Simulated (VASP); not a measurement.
# In2HSe2 in VASP: single point with PBE+D3(BJ)

Aim: the single point of In2HSe2 with PBE+D3(BJ).

All numbers are computed with VASP 6.6.1; they aren't measurements. Logs are shortened: lines on timing, memory, paths and dates and some standing lists are left out, and cuts for length are marked.

## 1. The cell of the first run

The cell holds a slab with vacuum, 5 atoms: a = 4.027 Å, b = 4.027 Å, c = 20.885 Å, α = 90.00°, β = 90.00°, γ = 120.00°.

## 2. Single point, PBE+D3(BJ), collinear spin

Input file INCAR:

```
PREC     = Accurate       # precision mode
ENCUT    = 520            # plane-wave cutoff, eV
EDIFF    = 1E-6           # SCF threshold, eV
ISMEAR   = 0              # smearing method
SIGMA    = 0.05           # smearing width, eV
LREAL    = F              # projectors in reciprocal space
LASPH    = T              # aspherical terms in the spheres
NELM     = 150            # most SCF steps
ALGO     = Normal         # electronic algorithm
ISIF     = 2              # what is computed and relaxed
LWAVE    = F              # write WAVECAR
LCHARG   = T              # write CHGCAR
ISPIN    = 2              # spin polarisation
MAGMOM   = 0 0 0 0 1      # initial moments
LORBIT   = 11             # projections on sites
LDIPOL   = T            
IDIPOL   = 3            
DIPOL    = 0.5 0.5 0.359
GGA      = PE             # functional
IVDW     = 12             # dispersion correction
LELF     = T              # ELF
LVHAR    = T            
LVACPOTAV= T            
NBANDS   = 32             # bands
```

Input file KPOINTS:

```
regular mesh
0
Gamma
  9 9 1
```

Input file POSCAR:

```
In2HSe2
1.0
    4.0266103726      0.0000000000      0.0000000000
   -2.0133051863      3.4871468738      0.0000000000
    0.0000000000      0.0000000000     20.8853553747
Se In H
2 2 1
Direct
    0.0000000000      0.0000000000      0.1915217591
    0.0000000000      0.0000000000      0.4493749427
    0.6666666667      0.3333333333      0.2535479421
    0.6666666667      0.3333333333      0.3873488619
    0.1111111111      0.2222222222      0.5153627507
```

Potentials or basis: VASP PAW PBE potentials, release 64 (Se, In_d, H).

On the command line:

```console
$ cat potpaw_PBE.64/Se/POTCAR potpaw_PBE.64/In_d/POTCAR potpaw_PBE.64/H/POTCAR > POTCAR
$ mpirun -np 1 vasp_std > vasp.out
```

OUTCAR:

```text
PREC = Accurate
   ENCUT = 520
   EDIFF = 1E-6
   ISMEAR = 0
   LREAL = F
   LASPH = T
   NELM = 150
   ISIF = 2
   ISPIN = 2
   LORBIT = 11
   GGA = PE
   IVDW = 12
 IVDW          = 12

 ion  position               nearest neighbor table
   1  0.000  0.000  0.192-   3 2.66   3 2.66   3 2.66
   2  0.000  0.000  0.449-   5 1.58   4 2.66   4 2.66   4 2.66
   3  0.667  0.333  0.254-   1 2.66   1 2.66   1 2.66   4 2.79
   4  0.667  0.333  0.387-   2 2.66   2 2.66   2 2.66   3 2.79
   5  0.111  0.222  0.515-   2 1.58

  LATTYP: Found a hexagonal cell.
 ALAT       =     4.0266103726
 C/A-ratio  =     5.1868329543

  Lattice vectors:

 A1 = (   4.0266103726,   0.0000000000,   0.0000000000)
 A2 = (  -2.0133051863,   3.4871468738,   0.0000000000)
 A3 = (   0.0000000000,   0.0000000000,  20.8853553747)

Analysis of symmetry for initial positions (statically):
=====================================================================
 Subroutine PRICEL returns:
 Original cell was already a primitive cell.

 Routine SETGRP: Setting up the symmetry group for a
 hexagonal supercell.

 Subroutine GETGRP returns: Found  2 space group operations
 (whereof  2 operations were pure point group operations)
 out of a pool of 24 trial point group operations.

The static configuration has the point symmetry C_1h.

Analysis of symmetry for dynamics (positions and initial velocities):
=====================================================================
 Subroutine PRICEL returns:
 Original cell was already a primitive cell.

 Routine SETGRP: Setting up the symmetry group for a
 hexagonal supercell.

 Subroutine GETGRP returns: Found  2 space group operations
 (whereof  2 operations were pure point group operations)
 out of a pool of 24 trial point group operations.

The dynamic configuration has the point symmetry C_1h.

Analysis of structural, dynamic, and magnetic symmetry:
=====================================================================
 Subroutine PRICEL returns:
 Original cell was already a primitive cell.

 Routine SETGRP: Setting up the symmetry group for a
 hexagonal supercell.

 Subroutine GETGRP returns: Found  2 space group operations
 (whereof  2 operations were pure point group operations)
 out of a pool of 24 trial point group operations.

The overall configuration has the point symmetry C_1h.

 Subroutine INISYM returns: Found  2 space group operations
 (whereof  2 operations are pure point group operations),
 and found     1 'primitive' translations

----------------------------------------------------------------------------------------

                                     Primitive cell

  volume of cell :     293.2592

  direct lattice vectors                    reciprocal lattice vectors
     4.026610373  0.000000000  0.000000000     0.248347843  0.143383694  0.000000000
    -2.013305186  3.487146874  0.000000000     0.000000000  0.286767388  0.000000000
     0.000000000  0.000000000 20.885355375     0.000000000  0.000000000  0.047880440

  length of vectors
     4.026610373  4.026610373 20.885355375     0.286767388  0.286767388  0.047880440

  position of ions in fractional coordinates (direct lattice)
     0.000000000  0.000000000  0.191521759
     0.000000000  0.000000000  0.449374943
     0.666666667  0.333333333  0.253547942
     0.666666667  0.333333333  0.387348862
     0.111111111  0.222222222  0.515362751

  ion indices of the primitive-cell ions
   primitive index   ion index
                 1           1
                 2           2
                 3           3
                 4           4
                 5           5

----------------------------------------------------------------------------------------

 KPOINTS: regular mesh

Automatic generation of k-mesh.
 Grid dimensions read from file:
 generate k-points for:    9    9    1

[... 22 lines left out ...]
  0.000000  0.111111  0.000000      2.000000
  0.222222  0.000000  0.000000      4.000000
  0.000000  0.222222  0.000000      2.000000
  0.333333  0.000000  0.000000      4.000000
[... 16 lines left out ...]
 -0.222222 -0.444444  0.000000      4.000000
  0.444444  0.333333  0.000000      4.000000
   k-points           NKPTS =     25   k-points in BZ     NKDIM =     25   number of bands    NBANDS=     32
   number of dos      NEDOS =    301   number of ions     NIONS =      5
   total plane-waves  NPLWV = 144000
   dimension x,y,z NGX =    30 NGY =   30 NGZ =  160
   dimension x,y,z NGXF=    60 NGYF=   60 NGZF=  320
   ions per type =               2   2   1
   NGX,Y,Z   is equivalent  to a cutoff of  12.39, 12.39, 12.74 a.u.
   NGXF,Y,Z  is equivalent  to a cutoff of  24.77, 24.77, 25.47 a.u.
 SYSTEM =  unknown system
   PREC   = accura    normal or accurate (medium, high low for compatibility)
   ISTART =      0    job   : 0-new  1-cont  2-samecut
   ICHARG =      2    charge: 1-file 2-atom 10-const
   ISPIN  =      2    spin polarized calculation?
   LNONCOLLINEAR =      F non collinear calculations
   LSORBIT =      F    spin-orbit coupling
   LASPH  =      T    aspherical Exc in radial PAW
   ENCUT  =  520.0 eV  38.22 Ry    6.18 a.u.   7.49  7.49 38.83*2*pi/ulx,y,z
   NELM   =    150;   NELMIN=  2; NELMDL= -5     # of ELM steps
   EDIFF  = 0.1E-05   stopping-criterion for ELM
   LREAL  =      F    real-space projection
   EDIFFG = 0.1E-04   stopping-criterion for IOM
   NSW    =      0    number of steps for IOM
   IBRION =     -1    ionic relax: 0-MD 1-quasi-New 2-CG
   NFREE  =      0    steps in history (QN), initial steepest desc. (CG)
   ISIF   =      2    stress and relaxation
   ISYM   =      2    0-nonsym 1-usesym 2-fastsym
   POTIM  = 0.5000    time-step for ionic-motion
   TEBEG  =    0.0;   TEEND  =   0.0 temperature during run
   PSTRESS=    0.0 pullay stress
   NELECT =      39.0000    total number of electrons
   NUPDOWN=      -1.0000    fix difference up-down
   EMIN   =  10.00;   EMAX   =-10.00  energy-range for DOS
   EFERMI =   0.00;   METHOD = LEGACY
   ISMEAR =     0;   SIGMA  =   0.05  broadening in eV -4-tet -1-fermi 0-gaus
   EFERMI_NEDOS =   21; number of points for ismear=-14 and -15
   IALGO  =     38    algorithm
   IMIX   =      4    mixing-type and parameters
     AMIX     =   0.40;   BMIX     =  1.00
     AMIX_MAG =   1.60;   BMIX_MAG =  1.00
  volume/ion in A,a.u.               =      58.65       395.80
  Fermi-wavevector in a.u.,A,eV,Ry     =   0.835627  1.579106  9.500574  0.698272
  Thomas-Fermi vector in A             =   1.949217
   LORBIT       =     11    0 simple, 1 ext, 2 COOP (PROOUT), +10 PAW based schemes
   GGA     = PE    functional components
   LHFCALC =     F    Hartree Fock is set to
   AEXX    =    0.0000 exact exchange contribution
   IVDW    =    12    specifies the selected vdW correction
   LEPSILON=     F    determine dielectric tensor
   LRPA    =     F    only Hartree local field effects (RPA)
 spin polarized calculation
 Gauss-broadening in eV      SIGMA  =   0.05
  energy-cutoff  :      520.00
  volume of cell :      293.26
 maximum number of plane-waves:      7939
 NGX is ok and might be reduce to    30
   NGX = 15   NGY = 15   NGZ = 77

 dipolmoment           0.000000      0.000000      0.000005 electrons x Angstroem

 number of electron      38.9999994 magnetization       0.1970351

 dipolmoment           0.000000      0.000000     -0.083252 electrons x Angstroem

 Free energy of the ion-electron system (eV)
  ---------------------------------------------------
  ext. energy  EPLUGINS =         0.00000000
  ---------------------------------------------------
  free energy    TOTEN  =       -15.70195994 eV

  energy without entropy =      -15.69760803  energy(sigma->0) =      -15.69978398

 E-fermi :  -0.2703     XC(G=0):  -4.2300

 val. band max:       -0.2786458064   @ k =   0.1111   0.0000   0.0000
 cond. band min:      -0.2662189606   @ k =   0.0000   0.1111   0.0000
 fundamental gap:      0.0124268458
 Fermi energy:        -0.2702745276

 spin component 1

 k-point     1 :       0.0000    0.0000    0.0000
  band No.  band energies     occupation
      1     -15.9972      1.00000
      2     -15.8359      1.00000
      3     -15.8188      1.00000
      4     -15.7404      1.00000
      5     -15.7265      1.00000
      6     -15.6586      1.00000
[... 805 lines left out ...]
     30       6.2339      0.00000
     31       6.6387      0.00000

 [... further k-points ...]

 spin component 2

 k-point     1 :       0.0000    0.0000    0.0000
  band No.  band energies     occupation
      1     -15.9851      1.00000
      2     -15.8247      1.00000
      3     -15.8101      1.00000
      4     -15.7305      1.00000
      5     -15.7175      1.00000
      6     -15.6377      1.00000
[... 805 lines left out ...]
     30       6.2904      0.00000
     31       6.6774      0.00000

 [... further k-points ...]

 [bands above 31 left out]

------------------------ aborting loop because EDIFF is reached ----------------------------------------

 Edisp (eV)   -0.94497

 E8    (eV) :    -0.4453

  FORCE on cell =-STRESS in cart. coord.  units (eV):
  Direction    XX          YY          ZZ          XY          YZ          ZX
  --------------------------------------------------------------------------------------
  -------------------------------------------------------------------------------------
  Total       1.48775     2.78161     2.11761     0.00000     1.69985     0.00000
  in kB       8.12809    15.19689    11.56927     0.00000     9.28690     0.00000
  external pressure =       11.63 kB  Pullay stress =        0.00 kB

 VOLUME and BASIS-vectors are now :
 -----------------------------------------------------------------------------
  energy-cutoff  :      520.00
  volume of cell :      293.26
      direct lattice vectors                 reciprocal lattice vectors
     4.026610373  0.000000000  0.000000000     0.248347843  0.143383694  0.000000000
    -2.013305186  3.487146874  0.000000000     0.000000000  0.286767388  0.000000000
     0.000000000  0.000000000 20.885355375     0.000000000  0.000000000  0.047880440

 POSITION                                       TOTAL-FORCE (eV/Angst)
 -----------------------------------------------------------------------------------
      0.00000      0.00000      4.00000        -0.000000     -0.074736     -0.010257
      0.00000      0.00000      9.38536        -0.000000      0.256812      1.218093
      2.01331      1.16238      5.29544         0.000000     -0.179645     -0.173163
      2.01331      1.16238      8.08992        -0.000000     -0.211662     -1.054297
      0.00000      0.77492     10.76353         0.000000      0.209231      0.019624
 -----------------------------------------------------------------------------------
    total drift:                               -0.000001     -0.000004      0.000221

  FREE ENERGIE OF THE ION-ELECTRON SYSTEM (eV)
  ---------------------------------------------------
  free  energy   TOTEN  =       -16.6469262464 eV

  energy  without entropy=      -16.6425743352  energy(sigma->0) =      -16.64475029

 vacuum level on the upper side and lower side of the slab         3.195         4.268

 total charge

# of ion       s       p       d       tot
------------------------------------------
    1        1.475   2.324   0.021   3.820
    2        1.485   2.342   0.058   3.885
    3        0.865   0.635   9.886  11.386
    4        0.930   0.625   9.877  11.432
    5        0.497   0.018   0.000   0.514
--------------------------------------------------
tot          5.251   5.944  19.842  31.037

 magnetization (x)

# of ion       s       p       d       tot
------------------------------------------
    1        0.001   0.013   0.000   0.014
    2        0.009   0.002   0.005   0.016
    3        0.009   0.004   0.001   0.014
    4        0.010   0.019   0.001   0.030
    5        0.020  -0.000   0.000   0.020
--------------------------------------------------
tot          0.050   0.037   0.007   0.094
```

It took 9.2 min on 1 thread of Intel Xeon 6975P-C (Granite Rapids), shared host; peak memory 0.68 GiB.

Results:

```
Free energy                                           : -16.6469 eV
Largest force                                         : 1.245 eV/Å
Net moment                                            : 0.20 μB per cell
Site moments                                          : Se +0.01, +0.02; In +0.01, +0.03; H +0.02 μB
Valence electrons inside the program's atomic spheres : Se 3.82, 3.88; In 11.39, 11.43; H 0.51
Dispersion energy per atom                            : -0.189 eV
```

Forces in eV/Å, atoms in the order of the input:
```
Se   0.000 -0.075 -0.010
Se   0.000  0.257  1.218
In   0.000 -0.180 -0.173
In   0.000 -0.212 -1.054
H    0.000  0.209  0.020
```

Caveat: spin-orbit coupling is left out, which moves the levels of the heavy elements.
